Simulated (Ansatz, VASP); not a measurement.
# Yb: VASP beside Ansatz

```
CELL_PARAMETERS angstrom
0.00000 2.45695 2.45695
2.45695 0.00000 2.45695
2.45695 2.45695 0.00000
ATOMIC_POSITIONS crystal
Yb 0.00000 0.00000 0.00000
```

Alike in both runs: task single point; functional LDA; k mesh 11 × 11 × 11; occupations gaussian, width 0.1 eV; no spin polarisation.

|  | VASP | Ansatz |
| --- | --- | --- |
| version | VASP 6.6.1 | Ansatz 0.2.0 |
| potentials or method | VASP PAW PBE potentials, release 64 (Yb), cutoff 520 eV | plane waves (420 eV) with PAW, scalar-relativistic |
| valence electrons in the cell | 24 | 24 |

Ansatz gave:

- pressure (GPa): 0.1

Task: Estimate VASP's values.

Result: Pressure (GPa): 0.0.

VASP's potentials were made for PBE, not for LDA, and Ansatz warns of the same on its side. LDA's correlation is that of Perdew and Zunger in VASP and of Perdew and Wang (1992) in Ansatz.

Spin-orbit coupling is off throughout.
